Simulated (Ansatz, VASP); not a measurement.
## Two plane-wave programs on Si2Sn

```xyz
6
Lattice="3.0486 0.0000 0.0000 -1.5243 2.6401 0.0000 0.0000 0.0000 14.5277" Properties=species:S:1:pos:R:3 pbc="T T T"
Si    0.0000    1.7601    1.2106
Si    0.0000    1.7601    6.0532
Si    1.5243    0.8800   13.3170
Si    1.5243    0.8800    8.4745
Sn    0.0000    1.7601   10.8958
Sn    1.5243    0.8800    3.6319
```

Alike in both runs: task relaxation of cell and atoms; functional PBE; k mesh 6 × 6 × 2; occupations gaussian, width 0.1 eV; no spin polarisation.

|  | VASP | Ansatz |
| --- | --- | --- |
| version | VASP 6.6.1 | Ansatz 0.2.0 |
| potentials or method | VASP PAW PBE potentials, release 64 (Si, Sn_d), cutoff 600 eV | scalar-relativistic, plane waves, PAW |
| valence electrons in the cell | 44 | 44 |

|  | VASP | Ansatz | Ansatz less VASP |
| --- | --- | --- | --- |
| gap on the k mesh at the Fermi level, each at its own relaxed structure (eV) | none | none | - |
| relaxed volume (Å³/atom) | 22.06 | 20.04 | -2.019 |
| relaxed length of the cell vector where the two differ most in proportion (Å) | 11.071 | 14.237 | +3.1669 |

A gap of «none» marks a metal or a gap that the smearing closes. One of these differences is far larger than is usual between the two programs; its cause wasn't traced.

The k mesh is coarse, so the values compare programs but aren't converged.
